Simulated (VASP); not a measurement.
# BaOs3 (Pm-3m) in VASP: further runs

Runs on BaOs3. Level: PBE. Tasks: single point.

All numbers are computed with VASP 6.6.1; they aren't measurements. Logs are shortened: lines on timing, memory, paths and dates and some standing lists are left out, and cuts for length are marked.

## Step 1: The cell of the first run

It takes space group Pm-3m (No. 221, cubic). Conventional cell: a = 4.185 Å, b = 4.185 Å, c = 4.185 Å, α = 90.00°, β = 90.00°, γ = 90.00°. Within 3.9 Å of Ba (site symmetry m-3m) lie 12 Os at 2.96 Å. Os (site symmetry 4/mmm) has 4 Ba at 2.96 Å and 8 Os at 2.96 Å within 3.9 Å.

## Step 2: Single point, PBE

Input file INCAR:

```
PREC = Accurate
ENCUT = 500
EDIFF = 1E-6
ISMEAR = 0
SIGMA = 0.05
LREAL = F
LASPH = T
NELM = 120
ALGO = Normal
ISIF = 2
LWAVE = F
LCHARG = T
GGA = PE
LELF = T
LVHAR = T
NBANDS = 37
GGA_COMPAT = F
```

Input file KPOINTS:

```
Automatic mesh
0
Gamma
  8 8 8
```

Input file POSCAR:

```
BaOs3
1.0
    4.1850759742      0.0000000000      0.0000000000
    0.0000000000      4.1850759742      0.0000000000
    0.0000000000      0.0000000000      4.1850759742
Ba Os
1 3
Direct
    0.0000000000      0.0000000000      0.0000000000
    0.0000000000      0.5000000000      0.5000000000
    0.5000000000      0.5000000000      0.0000000000
    0.5000000000      0.0000000000      0.5000000000
```

Potentials or basis: VASP PAW PBE potentials, release 64 (Ba_sv, Os_sv_GW).

Launch:

```console
cat potpaw_PBE.64/Ba_sv/POTCAR potpaw_PBE.64/Os_sv_GW/POTCAR > POTCAR
mpirun -np 1 vasp_std > vasp.out
```

OUTCAR:

```text
PREC = Accurate
   ENCUT = 500
   EDIFF = 1E-6
   ISMEAR = 0
   LREAL = F
   LASPH = T
   NELM = 120
   ISIF = 2
   GGA = PE

 ion  position               nearest neighbor table
   1  0.000  0.000  0.000-   2 2.96   3 2.96   4 2.96   2 2.96   4 2.96   2 2.96   3 2.96   2 2.96
                             3 2.96   4 2.96   4 2.96   3 2.96
   2  0.000  0.500  0.500-   1 2.96   3 2.96   4 2.96   1 2.96   3 2.96   1 2.96   4 2.96   1 2.96
                             3 2.96   4 2.96   3 2.96   4 2.96
   3  0.500  0.500  0.000-   1 2.96   2 2.96   4 2.96   2 2.96   4 2.96   1 2.96   4 2.96   4 2.96
                             1 2.96   2 2.96   2 2.96   1 2.96
   4  0.500  0.000  0.500-   1 2.96   2 2.96   3 2.96   1 2.96   3 2.96   2 2.96   3 2.96   3 2.96
                             1 2.96   2 2.96   1 2.96   2 2.96

  LATTYP: Found a simple cubic cell.
 ALAT       =     4.1850759742

  Lattice vectors:

 A1 = (   4.1850759742,   0.0000000000,   0.0000000000)
 A2 = (   0.0000000000,   4.1850759742,   0.0000000000)
 A3 = (   0.0000000000,   0.0000000000,   4.1850759742)

Analysis of symmetry for initial positions (statically):
=====================================================================
 Subroutine PRICEL returns:
 Original cell was already a primitive cell.

 Routine SETGRP: Setting up the symmetry group for a
 simple cubic supercell.

 Subroutine GETGRP returns: Found 48 space group operations
 (whereof 48 operations were pure point group operations)
 out of a pool of 48 trial point group operations.

The static configuration has the point symmetry O_h .

Analysis of symmetry for dynamics (positions and initial velocities):
=====================================================================
 Subroutine PRICEL returns:
 Original cell was already a primitive cell.

 Routine SETGRP: Setting up the symmetry group for a
 simple cubic supercell.

 Subroutine GETGRP returns: Found 48 space group operations
 (whereof 48 operations were pure point group operations)
 out of a pool of 48 trial point group operations.

The dynamic configuration has the point symmetry O_h .

 Subroutine INISYM returns: Found 48 space group operations
 (whereof 48 operations are pure point group operations),
 and found     1 'primitive' translations

----------------------------------------------------------------------------------------

                                     Primitive cell

  volume of cell :      73.3010

  direct lattice vectors                    reciprocal lattice vectors
     4.185075974  0.000000000  0.000000000     0.238944288  0.000000000  0.000000000
     0.000000000  4.185075974  0.000000000     0.000000000  0.238944288  0.000000000
     0.000000000  0.000000000  4.185075974     0.000000000  0.000000000  0.238944288

  length of vectors
     4.185075974  4.185075974  4.185075974     0.238944288  0.238944288  0.238944288

  position of ions in fractional coordinates (direct lattice)
     0.000000000  0.000000000  0.000000000
     0.000000000  0.500000000  0.500000000
     0.500000000  0.500000000  0.000000000
     0.500000000  0.000000000  0.500000000

  ion indices of the primitive-cell ions
   primitive index   ion index
                 1           1
                 2           2
                 3           3
                 4           4

----------------------------------------------------------------------------------------

 KPOINTS: Automatic mesh

Automatic generation of k-mesh.
 Grid dimensions read from file:
 generate k-points for:    8    8    8

 Generating k-lattice:

  Cartesian coordinates                     Fractional coordinates (reciprocal lattice)
     0.029868036  0.000000000  0.000000000     0.125000000  0.000000000  0.000000000
     0.000000000  0.029868036  0.000000000     0.000000000  0.125000000  0.000000000
     0.000000000  0.000000000  0.029868036     0.000000000  0.000000000  0.125000000

  Length of vectors
     0.029868036  0.029868036  0.029868036

  Shift w.r.t. Gamma in fractional coordinates (k-lattice)
     0.000000000  0.000000000  0.000000000

 Subroutine IBZKPT returns following result:
 ===========================================

 Found     35 irreducible k-points:

 Following reciprocal coordinates:
            Coordinates               Weight
  0.000000  0.000000  0.000000      1.000000
  0.125000  0.000000  0.000000      6.000000
  0.250000  0.000000  0.000000      6.000000
  0.375000  0.000000  0.000000      6.000000
  0.500000  0.000000  0.000000      3.000000
  0.125000  0.125000  0.000000     12.000000
[... 16 lines left out ...]
  0.375000  0.375000  0.125000     24.000000
  0.500000  0.375000  0.125000     24.000000
 [... further k-points ...]
   k-points           NKPTS =     35   k-points in BZ     NKDIM =     35   number of bands    NBANDS=     37
   number of dos      NEDOS =    301   number of ions     NIONS =      4
   total plane-waves  NPLWV =  32768
   dimension x,y,z NGX =    32 NGY =   32 NGZ =   32
   dimension x,y,z NGXF=    64 NGYF=   64 NGZF=   64
   ions per type =               1   3
   NGX,Y,Z   is equivalent  to a cutoff of  12.71, 12.71, 12.71 a.u.
   NGXF,Y,Z  is equivalent  to a cutoff of  25.42, 25.42, 25.42 a.u.
 SYSTEM =  unknown system
   PREC   = accura    normal or accurate (medium, high low for compatibility)
   ISTART =      0    job   : 0-new  1-cont  2-samecut
   ICHARG =      2    charge: 1-file 2-atom 10-const
   ISPIN  =      1    spin polarized calculation?
   LNONCOLLINEAR =      F non collinear calculations
   LSORBIT =      F    spin-orbit coupling
   LASPH  =      T    aspherical Exc in radial PAW
   ENCUT  =  500.0 eV  36.75 Ry    6.06 a.u.   7.63  7.63  7.63*2*pi/ulx,y,z
   NELM   =    120;   NELMIN=  2; NELMDL= -5     # of ELM steps
   EDIFF  = 0.1E-05   stopping-criterion for ELM
   LREAL  =      F    real-space projection
   EDIFFG = 0.1E-04   stopping-criterion for IOM
   NSW    =      0    number of steps for IOM
   IBRION =     -1    ionic relax: 0-MD 1-quasi-New 2-CG
   NFREE  =      0    steps in history (QN), initial steepest desc. (CG)
   ISIF   =      2    stress and relaxation
   ISYM   =      2    0-nonsym 1-usesym 2-fastsym
   POTIM  = 0.5000    time-step for ionic-motion
   TEBEG  =    0.0;   TEEND  =   0.0 temperature during run
   PSTRESS=    0.0 pullay stress
   NELECT =      58.0000    total number of electrons
   NUPDOWN=      -1.0000    fix difference up-down
   EMIN   =  10.00;   EMAX   =-10.00  energy-range for DOS
   EFERMI =   0.00;   METHOD = LEGACY
   ISMEAR =     0;   SIGMA  =   0.05  broadening in eV -4-tet -1-fermi 0-gaus
   EFERMI_NEDOS =   21; number of points for ismear=-14 and -15
   IALGO  =     38    algorithm
   IMIX   =      4    mixing-type and parameters
     AMIX     =   0.40;   BMIX     =  1.00
     AMIX_MAG =   1.60;   BMIX_MAG =  1.00
  volume/ion in A,a.u.               =      18.33       123.66
  Fermi-wavevector in a.u.,A,eV,Ry     =   1.514192  2.861407 31.195112  2.292776
  Thomas-Fermi vector in A             =   2.623882
   LORBIT       =      0    0 simple, 1 ext, 2 COOP (PROOUT), +10 PAW based schemes
   GGA     = PE    functional components
   LHFCALC =     F    Hartree Fock is set to
   AEXX    =    0.0000 exact exchange contribution
   IVDW    =     0    specifies the selected vdW correction
   LEPSILON=     F    determine dielectric tensor
   LRPA    =     F    only Hartree local field effects (RPA)
 non-spin polarized calculation
 Gauss-broadening in eV      SIGMA  =   0.05
  energy-cutoff  :      500.00
  volume of cell :       73.30
 maximum number of plane-waves:      1877
 NGX is ok and might be reduce to    32
   NGX = 15   NGY = 15   NGZ = 15

 number of electron      57.9999994 magnetization

 Free energy of the ion-electron system (eV)
  ---------------------------------------------------
  ext. energy  EPLUGINS =         0.00000000
  ---------------------------------------------------
  free energy    TOTEN  =       -31.38722187 eV

  energy without entropy =      -31.37658635  energy(sigma->0) =      -31.38190411

 E-fermi :   8.5249     XC(G=0): -12.8183

 val. band max:        8.5164628308   @ k =   0.3750   0.2500   0.2500
 cond. band min:       8.5249324996   @ k =   0.5000   0.5000   0.1250
 fundamental gap:      0.0084696689
 Fermi energy:         8.5249292504

 k-point     1 :       0.0000    0.0000    0.0000
  band No.  band energies     occupation
      1     -76.9931      2.00000
      2     -76.9645      2.00000
      3     -76.9645      2.00000
      4     -36.5671      2.00000
      5     -36.5671      2.00000
      6     -36.5671      2.00000
[... 29 lines left out ...]
     36      14.5307      0.00000
     37      14.5307      0.00000

 k-point     2 :       0.1250    0.0000    0.0000
  band No.  band energies     occupation
      1     -76.9925      2.00000
      2     -76.9653      2.00000
      3     -76.9644      2.00000
      4     -36.5615      2.00000
      5     -36.5615      2.00000
      6     -36.5569      2.00000
[... 29 lines left out ...]
     36      14.4812      0.00000
     37      15.3913      0.00000

 k-point     3 :       0.2500    0.0000    0.0000
  band No.  band energies     occupation
      1     -76.9898      2.00000
      2     -76.9680      2.00000
      3     -76.9645      2.00000
      4     -36.5472      2.00000
      5     -36.5472      2.00000
      6     -36.5307      2.00000
[... 29 lines left out ...]
     36      14.3181      0.00000
     37      15.9516      0.00000

 k-point     4 :       0.3750    0.0000    0.0000
  band No.  band energies     occupation
      1     -76.9860      2.00000
      2     -76.9718      2.00000
      3     -76.9645      2.00000
      4     -36.5310      2.00000
      5     -36.5310      2.00000
      6     -36.4947      2.00000
[... 29 lines left out ...]
     36      14.0740      0.00000
     37      15.3655      0.00000
[... 683 lines left out ...]
      1     -76.9803      2.00000
      2     -76.9741      2.00000
      3     -76.9679      2.00000
      4     -36.5953      2.00000
      5     -36.4707      2.00000
      6     -36.4287      2.00000
[... 29 lines left out ...]
     36      13.3230      0.00000
     37      14.5352      0.00000

 k-point    23 :       0.3750    0.3750    0.1250
  band No.  band energies     occupation
      1     -76.9795      2.00000
      2     -76.9726      2.00000
      3     -76.9698      2.00000
      4     -36.6096      2.00000
      5     -36.4620      2.00000
      6     -36.4424      2.00000
[... 29 lines left out ...]
     36      13.8717      0.00000
     37      13.8847      0.00000

 k-point    24 :       0.5000    0.3750    0.1250
  band No.  band energies     occupation
      1     -76.9774      2.00000
      2     -76.9740      2.00000
      3     -76.9707      2.00000
      4     -36.6140      2.00000
      5     -36.4547      2.00000
      6     -36.4516      2.00000
[... 29 lines left out ...]
     36      13.7400      0.00000
     37      14.0190      0.00000

 [... further k-points ...]

------------------------ aborting loop because EDIFF is reached ----------------------------------------

  FORCE on cell =-STRESS in cart. coord.  units (eV):
  Direction    XX          YY          ZZ          XY          YZ          ZX
  --------------------------------------------------------------------------------------
  -------------------------------------------------------------------------------------
  Total        1.3075082      1.3075082      1.3075082     -0.0000000      0.0000000     -0.0000000
  in kB       28.5788644     28.5788644     28.5788644     -0.0000000      0.0000000     -0.0000000
  external PRESSURE =      28.5788644 kB  Pullay stress =       0.0000000 kB

 VOLUME and BASIS-vectors are now :
 -----------------------------------------------------------------------------
  energy-cutoff  :      500.00
  volume of cell :       73.30
      direct lattice vectors                 reciprocal lattice vectors
     4.185075974  0.000000000  0.000000000     0.238944288  0.000000000  0.000000000
     0.000000000  4.185075974  0.000000000     0.000000000  0.238944288  0.000000000
     0.000000000  0.000000000  4.185075974     0.000000000  0.000000000  0.238944288

 POSITION                                       TOTAL-FORCE (eV/Angst)
 -----------------------------------------------------------------------------------
      0.00000      0.00000      0.00000         0.000000      0.000000      0.000000
      0.00000      2.09254      2.09254         0.000000      0.000000      0.000000
      2.09254      2.09254      0.00000         0.000000      0.000000      0.000000
      2.09254      0.00000      2.09254         0.000000      0.000000      0.000000
 -----------------------------------------------------------------------------------
    total drift:                                0.000000     -0.000000     -0.000000

  FREE ENERGIE OF THE ION-ELECTRON SYSTEM (eV)
  ---------------------------------------------------
  free  energy   TOTEN  =       -31.3872218678 eV

  energy  without entropy=      -31.3765863484  energy(sigma->0) =      -31.38190411
```

Run time: 56 s. Hardware: 1 thread of Intel Xeon Platinum 8375C at 2.90GHz (Ice Lake), shared host; peak memory 0.22 GiB.

Results:

```
Free energy            : -31.3872 eV
Pressure               : 2.9 GPa
Band gap on the k mesh : zero (band 29 reaches 10.41 eV, above the bottom of band 30 at 8.36 eV)
```

Caveat: spin-orbit coupling is left out, which moves the levels of the heavy elements.

## Step 3: Single point, PBE

Input file INCAR:

```
SYSTEM = BaOs3
  PREC = Accurate
  ENCUT = 500
  EDIFF = 1E-6
  ISMEAR = 0
  SIGMA = 0.05
  LREAL = .FALSE.
  LASPH = .TRUE.
  NELM = 120
  ALGO = Normal
  ISIF = 2
  LWAVE = .FALSE.
  LCHARG = .TRUE.
  GGA = PE
  LELF = .TRUE.
  LVHAR = .TRUE.
  NBANDS = 37
  GGA_COMPAT = .FALSE.
```

Input file KPOINTS:

```
Automatic mesh
0
Gamma
  8 8 8
  0.5 0.5 0.5
```

POSCAR is that of step 2.

Potentials or basis: VASP PAW PBE potentials, release 64 (Ba_sv, Os_sv_GW).

Launch:

```console
cat potpaw_PBE.64/Ba_sv/POTCAR potpaw_PBE.64/Os_sv_GW/POTCAR > POTCAR
mpirun -np 1 vasp_std > vasp.out
```

Run time: 28 s. Hardware: 1 thread of Intel Xeon Platinum 8488C (Sapphire Rapids), shared host; peak memory 0.19 GiB.

The run converged. Its results:

- Free energy: -31.3894 eV
- Pressure: 2.7 GPa
- Band gap on the k mesh: zero (band 29 reaches 10.24 eV, above the bottom of band 30 at 8.33 eV)

Levels at points of the mesh, in eV from the Fermi level:
```
           k point  band 27  band 28  band 29  band 30  band 31  band 32
(0.06, 0.06, 0.06)     0.70     0.70     1.70     1.82     1.82     2.30
```

Caveat: spin-orbit coupling is left out, which moves the levels of the heavy elements.
